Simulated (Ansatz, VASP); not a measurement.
# Two plane-wave programs on ZrSi2

The input INCAR:

```
SYSTEM = ZrSi2
ALGO = Normal
EDIFF = 1E-7
ENCUT = 520
GGA = PE
ISIF = 2
ISMEAR = 0
LASPH = .TRUE.
LCHARG = .TRUE.
LELF = .TRUE.
LREAL = .FALSE.
LVHAR = .TRUE.
LWAVE = .FALSE.
NBANDS = 29
NELM = 60
PREC = Accurate
SIGMA = 0.15
```

The input KPOINTS:

```
k-points
0
G
  14 14 14
  0 0 0
```

Contents of POSCAR:

```
ZrSi2
1.0
    1.7970126240     -7.1721927433      0.0000000000
    1.7970126240      7.1721927433      0.0000000000
    0.0000000000      0.0000000000      3.6238859232
Zr Si
2 4
Direct
    0.8946665379      0.1053334621      0.7500000000
    0.1053334621      0.8946665379      0.2500000000
    0.5530999448      0.4469000552      0.7500000000
    0.4469000552      0.5530999448      0.2500000000
    0.2503123054      0.7496876946      0.7500000000
    0.7496876946      0.2503123054      0.2500000000
```

Input for Ansatz:

```yaml
crystal:
  lattice:
    - [1.797012624, -7.1721927433, 0.0]
    - [1.797012624, 7.1721927433, 0.0]
    - [0.0, 0.0, 3.6238859232]
  atoms:
    - { symbol: Zr, position: [0.8946665379, 0.1053334621, 0.75] }
    - { symbol: Zr, position: [0.1053334621, 0.8946665379, 0.25] }
    - { symbol: Si, position: [0.5530999448, 0.4469000552, 0.75] }
    - { symbol: Si, position: [0.4469000552, 0.5530999448, 0.25] }
    - { symbol: Si, position: [0.2503123054, 0.7496876946, 0.75] }
    - { symbol: Si, position: [0.7496876946, 0.2503123054, 0.25] }
basis:
  ecutwfc: 420
kpoints:
  mp_grid: { grid: [14, 14, 14] }
hamiltonian:
  xc: pbe
scf:
  occupations: { method: gaussian, width: 0.15 }
output:
  forces: true
  stress: true
  eigenvalues: true
```

Change from the starting cell: strain -0.030 along x and y, -0.015 along z, atoms carried along.

Alike in both runs: task single point; functional PBE; k mesh 14 × 14 × 14; occupations gaussian, width 0.15 eV; no spin polarisation.

|  | VASP | Ansatz |
| --- | --- | --- |
| version | VASP 6.6.1 | Ansatz 0.2.0 |
| potentials or method | VASP PAW PBE potentials, release 64 (Zr_sv, Si), cutoff 520 eV | scalar-relativistic, plane waves, PAW |
| valence electrons in the cell | 40 | 40 |

VASP gave:

* gap on the k mesh at the Fermi level (eV): none
* pressure (GPa): 11.4
* traceless stress, the component that is largest in VASP (GPa): -0.98
* rms of the force components (eV/Å): 0.107

Task: What did Ansatz give for the same quantities?

Result: gap on the k mesh at the Fermi level (eV): none; pressure (GPa): 11.4; traceless stress, the component that is largest in VASP (GPa): -0.96; rms of the force components (eV/Å): 0.111.

Atom by atom the forces differ by 0.004 eV/Å (rms over components). A gap of «none» marks a metal or a gap that the smearing closes.
